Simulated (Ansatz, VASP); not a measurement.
BeTe in VASP and in Ansatz

```
CELL_PARAMETERS angstrom
2.68512 2.68512 0.00000
-2.68512 2.68512 0.00000
0.00000 2.68512 2.68512
ATOMIC_POSITIONS crystal
Be 0.00000 0.00000 0.00000
Te 0.75000 0.25000 0.50000
```

Alike in both runs: task single point; functional PBEsol; k mesh 8 × 8 × 8; non-collinear spin, spin-orbit coupling.

|  | VASP | Ansatz |
| --- | --- | --- |
| version | VASP 6.6.1 | Ansatz 0.2.0 |
| potentials or method | VASP PAW PBE potentials, release 64 (Be, Te), cutoff 520 eV | all-electron LAPW |
| occupations | gaussian, width 0.01 eV | fixed |

Ansatz gave:

```
pressure (GPa) : 10.0
```

Task: What did VASP give for the same quantities?

Result: Pressure (GPa): 10.4.

VASP's potentials were made for PBE, not for PBEsol. Ansatz ran all-electron here, and VASP with PAW potentials.
